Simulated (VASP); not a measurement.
# ZnO (Fm-3m) in VASP: notebook

ZnO is run at these levels: PBE; tasks: electric field gradients.

Everything below comes from runs of VASP 6.6.1. Logs are shortened: lines on timing, memory, paths and dates and some standing lists are left out, and cuts for length are marked.

**1. The cell of the first run**

The structure is cubic, space group Fm-3m (No. 225). The conventional cell has a = 4.207 Å, b = 4.207 Å, c = 4.207 Å, α = 90.00°, β = 90.00°, γ = 90.00°. Within 2.8 Å of Zn (site symmetry m-3m) lie 6 O at 2.10 Å. Within 2.8 Å of O (site symmetry m-3m) lie 6 Zn at 2.10 Å.

**2. Electric field gradients, PBE (9.31 Å³/atom)**

INCAR

```
PREC = Accurate
ENCUT = 1000
EDIFF = 1E-8
ISMEAR = -1
SIGMA = 0.03
LREAL = F
LASPH = T
NELM = 120
ALGO = Normal
ISIF = 2
LWAVE = F
LCHARG = F
GGA = PE
LEFG = T
NBANDS = 16
GGA_COMPAT = F
```

KPOINTS

```
Automatic mesh
0
Gamma
  10 10 10
```

POSCAR

```
ZnO
1.0
    0.0000000000      2.1037218051      2.1037218051
    2.1037218051      0.0000000000      2.1037218051
    2.1037218051      2.1037218051      0.0000000000
Zn O
1 1
Direct
    0.0000000000      0.0000000000      0.0000000000
    0.5000000000      0.5000000000      0.5000000000
```

Potentials or basis: VASP PAW PBE potentials, release 64 (Zn, O_h).

Run with:

```
$ cat potpaw_PBE.64/Zn/POTCAR potpaw_PBE.64/O_h/POTCAR > POTCAR
$ mpirun -np 1 vasp_std > vasp.out
```

OUTCAR:

```text
PREC = Accurate
   ENCUT = 1000
   EDIFF = 1E-8
   ISMEAR = -1
   LREAL = F
   LASPH = T
   NELM = 120
   ISIF = 2
   GGA = PE

 ion  position               nearest neighbor table
   1  0.000  0.000  0.000-   2 2.10   2 2.10   2 2.10   2 2.10   2 2.10   2 2.10
   2  0.500  0.500  0.500-   1 2.10   1 2.10   1 2.10   1 2.10   1 2.10   1 2.10

  LATTYP: Found a face centered cubic cell.
 ALAT       =     4.2074436102

  Lattice vectors:

 A1 = (   0.0000000000,   2.1037218051,   2.1037218051)
 A2 = (   2.1037218051,   0.0000000000,   2.1037218051)
 A3 = (   2.1037218051,   2.1037218051,   0.0000000000)

Analysis of symmetry for initial positions (statically):
=====================================================================
 Subroutine PRICEL returns:
 Original cell was already a primitive cell.

 Routine SETGRP: Setting up the symmetry group for a
 face centered cubic supercell.

 Subroutine GETGRP returns: Found 48 space group operations
 (whereof 48 operations were pure point group operations)
 out of a pool of 48 trial point group operations.

The static configuration has the point symmetry O_h .

Analysis of symmetry for dynamics (positions and initial velocities):
=====================================================================
 Subroutine PRICEL returns:
 Original cell was already a primitive cell.

 Routine SETGRP: Setting up the symmetry group for a
 face centered cubic supercell.

 Subroutine GETGRP returns: Found 48 space group operations
 (whereof 48 operations were pure point group operations)
 out of a pool of 48 trial point group operations.

The dynamic configuration has the point symmetry O_h .

 Subroutine INISYM returns: Found 48 space group operations
 (whereof 48 operations are pure point group operations),
 and found     1 'primitive' translations

----------------------------------------------------------------------------------------

                                     Primitive cell

  volume of cell :      18.6207

  direct lattice vectors                    reciprocal lattice vectors
     0.000000000  2.103721805  2.103721805    -0.237674011  0.237674011  0.237674011
     2.103721805  0.000000000  2.103721805     0.237674011 -0.237674011  0.237674011
     2.103721805  2.103721805  0.000000000     0.237674011  0.237674011 -0.237674011

  length of vectors
     2.975111908  2.975111908  2.975111908     0.411663463  0.411663463  0.411663463

  position of ions in fractional coordinates (direct lattice)
     0.000000000  0.000000000  0.000000000
     0.500000000  0.500000000  0.500000000

  ion indices of the primitive-cell ions
   primitive index   ion index
                 1           1
                 2           2

----------------------------------------------------------------------------------------

 KPOINTS: Automatic mesh

Automatic generation of k-mesh.
 Grid dimensions read from file:
 generate k-points for:   10   10   10

 Generating k-lattice:

  Cartesian coordinates                     Fractional coordinates (reciprocal lattice)
    -0.023767401  0.023767401  0.023767401     0.100000000  0.000000000  0.000000000
     0.023767401 -0.023767401  0.023767401     0.000000000  0.100000000  0.000000000
     0.023767401  0.023767401 -0.023767401     0.000000000  0.000000000  0.100000000

  Length of vectors
     0.041166346  0.041166346  0.041166346

  Shift w.r.t. Gamma in fractional coordinates (k-lattice)
     0.000000000  0.000000000  0.000000000

 Subroutine IBZKPT returns following result:
 ===========================================

 Found     47 irreducible k-points:

 Following reciprocal coordinates:
            Coordinates               Weight
  0.000000  0.000000  0.000000      1.000000
  0.100000  0.000000  0.000000      8.000000
  0.200000  0.000000  0.000000      8.000000
  0.300000  0.000000  0.000000      8.000000
  0.400000  0.000000  0.000000      8.000000
  0.500000  0.000000  0.000000      4.000000
[... 16 lines left out ...]
  0.300000  0.300000  0.000000      6.000000
  0.400000  0.300000  0.000000     24.000000
 [... further k-points ...]
   k-points           NKPTS =     47   k-points in BZ     NKDIM =     47   number of bands    NBANDS=     16
   number of dos      NEDOS =    301   number of ions     NIONS =      2
   total plane-waves  NPLWV =  32768
   dimension x,y,z NGX =    32 NGY =   32 NGZ =   32
   dimension x,y,z NGXF=    64 NGYF=   64 NGZF=   64
   ions per type =               1   1
   NGX,Y,Z   is equivalent  to a cutoff of  17.88, 17.88, 17.88 a.u.
   NGXF,Y,Z  is equivalent  to a cutoff of  35.76, 35.76, 35.76 a.u.
 SYSTEM =  unknown system
   PREC   = accura    normal or accurate (medium, high low for compatibility)
   ISTART =      0    job   : 0-new  1-cont  2-samecut
   ICHARG =      2    charge: 1-file 2-atom 10-const
   ISPIN  =      1    spin polarized calculation?
   LNONCOLLINEAR =      F non collinear calculations
   LSORBIT =      F    spin-orbit coupling
   LASPH  =      T    aspherical Exc in radial PAW
   ENCUT  = 1000.0 eV  73.50 Ry    8.57 a.u.   7.67  7.67  7.67*2*pi/ulx,y,z
   NELM   =    120;   NELMIN=  2; NELMDL= -5     # of ELM steps
   EDIFF  = 0.1E-07   stopping-criterion for ELM
   LREAL  =      F    real-space projection
   EDIFFG = 0.1E-06   stopping-criterion for IOM
   NSW    =      0    number of steps for IOM
   IBRION =     -1    ionic relax: 0-MD 1-quasi-New 2-CG
   NFREE  =      0    steps in history (QN), initial steepest desc. (CG)
   ISIF   =      2    stress and relaxation
   ISYM   =      2    0-nonsym 1-usesym 2-fastsym
   POTIM  = 0.5000    time-step for ionic-motion
   TEBEG  =    0.0;   TEEND  =   0.0 temperature during run
   PSTRESS=    0.0 pullay stress
   NELECT =      18.0000    total number of electrons
   NUPDOWN=      -1.0000    fix difference up-down
   EMIN   =  10.00;   EMAX   =-10.00  energy-range for DOS
   EFERMI =   0.00;   METHOD = LEGACY
   ISMEAR =    -1;   SIGMA  =   0.03  broadening in eV -4-tet -1-fermi 0-gaus
   EFERMI_NEDOS =   21; number of points for ismear=-14 and -15
   IALGO  =     38    algorithm
   IMIX   =      4    mixing-type and parameters
     AMIX     =   0.40;   BMIX     =  1.00
     AMIX_MAG =   1.60;   BMIX_MAG =  1.00
  volume/ion in A,a.u.               =       9.31        62.83
  Fermi-wavevector in a.u.,A,eV,Ry     =   1.618704  3.058906 35.650008  2.620202
  Thomas-Fermi vector in A             =   2.712924
   LORBIT       =      0    0 simple, 1 ext, 2 COOP (PROOUT), +10 PAW based schemes
   GGA     = PE    functional components
   LHFCALC =     F    Hartree Fock is set to
   AEXX    =    0.0000 exact exchange contribution
   IVDW    =     0    specifies the selected vdW correction
   LEPSILON=     F    determine dielectric tensor
   LRPA    =     F    only Hartree local field effects (RPA)
 non-spin polarized calculation
  energy-cutoff  :     1000.00
  volume of cell :       18.62
 maximum number of plane-waves:      1363
   NGX = 15   NGY = 15   NGZ = 15

 number of electron      18.0000003 magnetization

 Free energy of the ion-electron system (eV)
  ---------------------------------------------------
  ext. energy  EPLUGINS =         0.00000000
  ---------------------------------------------------
  free energy    TOTEN  =        -8.54190076 eV

  energy without entropy =       -8.54190076  energy(sigma->0) =       -8.54190076

 E-fermi :   4.2799     XC(G=0): -12.5923

 val. band max:        3.7002916570   @ k =   0.5000   0.0000   0.0000
 cond. band min:       4.8200927875   @ k =   0.0000   0.0000   0.0000
 fundamental gap:      1.1198011305
 Fermi energy:         4.2798895004

 k-point     1 :       0.0000    0.0000    0.0000
  band No.  band energies     occupation
      1     -15.3930      2.00000
      2      -1.2601      2.00000
      3      -1.2601      2.00000
      4      -1.2601      2.00000
      5      -1.0200      2.00000
      6      -1.0200      2.00000
[... 8 lines left out ...]
     15      23.8307      0.00000
     16      23.8307      0.00000

 k-point     2 :       0.1000    0.0000    0.0000
  band No.  band energies     occupation
      1     -15.2720      2.00000
      2      -1.3599      2.00000
      3      -1.2848      2.00000
      4      -1.2848      2.00000
      5      -1.1258      2.00000
      6      -1.1258      2.00000
[... 8 lines left out ...]
     15      23.7770      0.00000
     16      23.7770      0.00000
[... 387 lines left out ...]
      5      -1.1080      2.00000
      6      -0.8721      2.00000
[... 8 lines left out ...]
     15      31.4502      0.00000
     16      33.0813      0.00000

 k-point    24 :       0.4000    0.3000    0.0000
  band No.  band energies     occupation
      1     -14.0376      2.00000
      2      -2.8596      2.00000
      3      -1.7398      2.00000
      4      -1.2609      2.00000
      5      -1.0076      2.00000
      6      -0.7560      2.00000
[... 8 lines left out ...]
     15      31.8576      0.00000
     16      32.6231      0.00000

 [... further k-points ...]
[... 5 lines left out ...]
  --------------------------------------------------------------------------------------
  -------------------------------------------------------------------------------------
  Total        2.1922994      2.1922994      2.1922994      0.0000000      0.0000000      0.0000000
  in kB      188.6320658    188.6320658    188.6320658      0.0000000      0.0000000      0.0000000
  external PRESSURE =     188.6320658 kB  Pullay stress =       0.0000000 kB

 VOLUME and BASIS-vectors are now :
 -----------------------------------------------------------------------------
  energy-cutoff  :     1000.00
  volume of cell :       18.62
      direct lattice vectors                 reciprocal lattice vectors
     0.000000000  2.103721805  2.103721805    -0.237674011  0.237674011  0.237674011
     2.103721805  0.000000000  2.103721805     0.237674011 -0.237674011  0.237674011
     2.103721805  2.103721805  0.000000000     0.237674011  0.237674011 -0.237674011

 POSITION                                       TOTAL-FORCE (eV/Angst)
 -----------------------------------------------------------------------------------
      0.00000      0.00000      0.00000        -0.000000      0.000000     -0.000000
      2.10372      2.10372      2.10372         0.000000     -0.000000      0.000000
 -----------------------------------------------------------------------------------
    total drift:                                0.000000     -0.000000     -0.000000

  FREE ENERGIE OF THE ION-ELECTRON SYSTEM (eV)
  ---------------------------------------------------
  free  energy   TOTEN  =        -8.5419007575 eV

  energy  without entropy=       -8.5419007574  energy(sigma->0) =       -8.54190076

 Electric field gradients (V/A^2)
---------------------------------------------------------------------
 ion       V_xx      V_yy      V_zz      V_xy      V_xz      V_yz
---------------------------------------------------------------------
   1      -0.000     0.000    -0.000     0.001     0.001     0.001
   2      -0.000    -0.000    -0.000    -0.001    -0.001    -0.001
---------------------------------------------------------------------

 Electric field gradients after diagonalization (V/A^2)
 (convention: |V_zz| > |V_xx| > |V_yy|)
----------------------------------------------------------------------
 ion       V_xx      V_yy      V_zz     asymmetry (V_yy - V_xx)/ V_zz
----------------------------------------------------------------------
   1      -0.001    -0.001     0.003       0.000
   2       0.001     0.001    -0.002       0.000
----------------------------------------------------------------------

           NMR quadrupolar parameters

 Cq : quadrupolar parameter    Cq=e*Q*V_zz/h
 eta: asymmetry parameters     (V_yy - V_xx)/ V_zz
 Q  : nuclear electric quadrupole moment in mb (millibarn)
----------------------------------------------------------------------
 ion       Cq(MHz)       eta       Q (mb)
----------------------------------------------------------------------
   1       0.000       0.000       1.000
   2      -0.000       0.000       1.000
----------------------------------------------------------------------
```

Run time: 47 s. Hardware: 1 thread of Intel Xeon Platinum 8375C at 2.90GHz (Ice Lake), shared host; peak memory 0.19 GiB.

What came out:

```
Free energy                             : -8.5419 eV
Pressure                                : 18.9 GPa
Band gap on the k mesh                  : 1.12 eV (least direct gap 2.69 eV)
Largest electric field gradient by atom : under 0.05 V/Å² on every atom
```

Levels at points of the mesh, in eV from the valence-band top:
```
           k point  band 6  band 7  band 8  band 9  band 10  band 11  band 12  band 13
(0.00, 0.00, 0.00)   -4.72   -1.57   -1.57   -1.57     1.12    18.28    18.28    18.28
(0.50, 0.00, 0.00)   -4.48   -3.66    0.00    0.00     5.50     9.54    13.08    13.08
(0.50, 0.50, 0.00)   -4.36   -3.98   -3.09   -3.09     4.45    10.99    11.37    15.93
```

Caveat: the cell stands under pressure.

**3. Electric field gradients, PBE**

This run uses another cell than the first one, of 9.80 Å³/atom.

INCAR

```
SYSTEM = ZnO
PREC     = Accurate       ! precision mode
ENCUT    = 1000           ! plane-wave cutoff, eV
EDIFF    = 1E-8           ! SCF threshold, eV
ISMEAR   = -1             ! smearing method
SIGMA    = 0.03           ! smearing width, eV
LREAL    = .FALSE.        ! projectors in reciprocal space
LASPH    = .TRUE.         ! aspherical terms in the spheres
NELM     = 120            ! most SCF steps
ALGO     = Normal         ! electronic algorithm
ISIF     = 2              ! what is computed and relaxed
LWAVE    = .FALSE.        ! write WAVECAR
LCHARG   = .FALSE.        ! write CHGCAR
GGA      = PE             ! functional
LEFG     = .TRUE.       
NBANDS   = 16             ! bands
GGA_COMPAT= .FALSE.
```

KPOINTS

```
Automatic mesh
0
G
  10 10 10
  0 0 0
```

POSCAR

```
ZnO
1.0
    0.0000000000      2.1400000000      2.1400000000
    2.1400000000      0.0000000000      2.1400000000
    2.1400000000      2.1400000000      0.0000000000
Zn O
1 1
Direct
    0.0000000000      0.0000000000      0.0000000000
    0.5000000000      0.5000000000      0.5000000000
```

Potentials or basis: VASP PAW PBE potentials, release 64 (Zn, O_h).

Run with:

```
$ cat potpaw_PBE.64/Zn/POTCAR potpaw_PBE.64/O_h/POTCAR > POTCAR
$ mpirun -np 1 vasp_std > vasp.out
```

OUTCAR:

```text
SYSTEM = ZnO
   PREC = Accurate
   ENCUT = 1000
   EDIFF = 1E-8
   ISMEAR = -1
   LREAL = .FALSE.
   LASPH = .TRUE.
   NELM = 120
   ISIF = 2
   GGA = PE

 ion  position               nearest neighbor table
   1  0.000  0.000  0.000-   2 2.14   2 2.14   2 2.14   2 2.14   2 2.14   2 2.14
   2  0.500  0.500  0.500-   1 2.14   1 2.14   1 2.14   1 2.14   1 2.14   1 2.14

  LATTYP: Found a face centered cubic cell.
 ALAT       =     4.2800000000

  Lattice vectors:

 A1 = (   0.0000000000,   2.1400000000,   2.1400000000)
 A2 = (   2.1400000000,   0.0000000000,   2.1400000000)
 A3 = (   2.1400000000,   2.1400000000,   0.0000000000)

Analysis of symmetry for initial positions (statically):
=====================================================================
 Subroutine PRICEL returns:
 Original cell was already a primitive cell.

 Routine SETGRP: Setting up the symmetry group for a
 face centered cubic supercell.

[... 644 lines left out ...]
      direct lattice vectors                 reciprocal lattice vectors
     0.000000000  2.140000000  2.140000000    -0.233644860  0.233644860  0.233644860
     2.140000000  0.000000000  2.140000000     0.233644860 -0.233644860  0.233644860
     2.140000000  2.140000000  0.000000000     0.233644860  0.233644860 -0.233644860

 POSITION                                       TOTAL-FORCE (eV/Angst)
 -----------------------------------------------------------------------------------
      0.00000      0.00000      0.00000         0.000000      0.000000     -0.000000
      2.14000      2.14000      2.14000        -0.000000     -0.000000      0.000000
 -----------------------------------------------------------------------------------
    total drift:                                0.000000     -0.000000     -0.000000

  FREE ENERGIE OF THE ION-ELECTRON SYSTEM (eV)
  ---------------------------------------------------
  free  energy   TOTEN  =        -8.6209793626 eV

  energy  without entropy=       -8.6209793592  energy(sigma->0) =       -8.62097936

 Electric field gradients (V/A^2)
---------------------------------------------------------------------
 ion       V_xx      V_yy      V_zz      V_xy      V_xz      V_yz
---------------------------------------------------------------------
   1       0.000     0.000    -0.000     0.000     0.000     0.000
   2      -0.000     0.000     0.000    -0.003    -0.003    -0.003
---------------------------------------------------------------------

 Electric field gradients after diagonalization (V/A^2)
 (convention: |V_zz| > |V_xx| > |V_yy|)
----------------------------------------------------------------------
 ion       V_xx      V_yy      V_zz     asymmetry (V_yy - V_xx)/ V_zz
----------------------------------------------------------------------
   1      -0.000    -0.000     0.001       0.000
   2       0.003     0.003    -0.005       0.000
----------------------------------------------------------------------

           NMR quadrupolar parameters

 Cq : quadrupolar parameter    Cq=e*Q*V_zz/h
 eta: asymmetry parameters     (V_yy - V_xx)/ V_zz
 Q  : nuclear electric quadrupole moment in mb (millibarn)
----------------------------------------------------------------------
 ion       Cq(MHz)       eta       Q (mb)
----------------------------------------------------------------------
   1       0.000       0.000       1.000
   2      -0.000       0.000       1.000
----------------------------------------------------------------------
```

stdout:

```text
POSCAR found type information on POSCAR ZnO
 POSCAR found :  2 types and       2 ions
 scaLAPACK will be used
 LDA part: xc-table for (Slater+PW92), standard interpolation
 POSCAR, INCAR and KPOINTS ok, starting setup
 FFT: planning ... GRIDC
 FFT: planning ... GRID_SOFT
 FFT: planning ... GRID
 WAVECAR not read
 entering main loop
ion   1

ion   2
```

Run time: 72 s. Hardware: 1 thread of AMD EPYC 7R43 (Zen 3), shared host; peak memory 0.15 GiB.

Results:

| Property | Result |
| --- | --- |
| Free energy | -8.6210 eV |
| Pressure | 7.4 GPa |
| Band gap on the k mesh | 0.88 eV (least direct gap 2.25 eV) |
| Largest electric field gradient by atom | under 0.05 V/Å² on every atom |

Caveat: the cell stands under pressure.
